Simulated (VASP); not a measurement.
Input of a VASP 6.6.1 run:

INCAR

```
SYSTEM = CdTe
PREC     = Accurate       ! precision mode
ENCUT    = 520            ! plane-wave cutoff, eV
EDIFF    = 1E-6           ! SCF threshold, eV
ISMEAR   = 1              ! smearing method
SIGMA    = 0.5            ! smearing width, eV
LREAL    = .FALSE.        ! projectors in reciprocal space
LASPH    = .TRUE.         ! aspherical terms in the spheres
NELM     = 80             ! most SCF steps
ALGO     = Normal         ! electronic algorithm
ISIF     = 2              ! what is computed and relaxed
LWAVE    = .FALSE.        ! write WAVECAR
LCHARG   = .FALSE.        ! write CHGCAR
GGA      = PS             ! functional
NBANDS   = 16             ! bands
```

Contents of KPOINTS:

```
regular mesh
0
G
  6 6 6
  0 0 0
```

Contents of POSCAR:

```
CdTe
1.0
    0.0000000000      3.0443556759      3.0443556759
    3.0443556759      0.0000000000      3.0443556759
    3.0443556759      3.0443556759      0.0000000000
Cd Te
1 1
Direct
    0.0000000000      0.0000000000      0.0000000000
    0.5000000000      0.5000000000      0.5000000000
```

Potentials or basis: VASP PAW PBE potentials, release 64 (Cd, Te).

Launch:

```sh
$ cat potpaw_PBE.64/Cd/POTCAR potpaw_PBE.64/Te/POTCAR > POTCAR
$ mpirun -np 1 vasp_std > vasp.out
```

**Question.** Estimate the pressure.

**Answer.** -2.0 GPa.

**Question.** What does it give for the band gap on the k mesh?

**Answer.** Zero (band 9 reaches 3.94 eV, above the bottom of band 10 at 2.54 eV).

Caveat: the PAW data sets were made with another functional, which shifts forces and pressure a little; spin-orbit coupling is left out, which moves the levels of the heavy elements.
